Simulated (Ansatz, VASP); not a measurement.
**Nb: VASP beside Ansatz**

```xyz
1
Lattice="-1.6640 1.6640 1.6640 1.6640 -1.6640 1.6640 1.6640 1.6640 -1.6640" Properties=species:S:1:pos:R:3 pbc="T T T"
Nb    0.0000    0.0000    0.0000
```

Alike in both runs: functional r2SCAN0; k mesh 6 × 6 × 6; occupations fermi-dirac, width 0.05 eV; no spin polarisation.

|  | VASP | Ansatz |
| --- | --- | --- |
| version | VASP 6.6.1 | Ansatz 0.2.0 |
| potentials or method | VASP PAW PBE potentials, release 64 (Nb_sv) | Ansatz PAW |
| plane-wave cutoff (eV) | 440 | 500 |
| valence electrons in the cell | 13 | 13 |
| task | single point | projected density of states |

VASP gave:

* gap on the k mesh at the Fermi level (eV): none
* pressure (GPa): -10.6

Q: What did Ansatz give for the same quantities?

A: gap on the k mesh at the Fermi level (eV): none; pressure (GPa): -9.9.

VASP's potentials were made for PBE, not for r2SCAN0. A gap of «none» marks a metal or a gap that the smearing closes.

The k mesh is coarse, so the values compare programs but aren't converged.
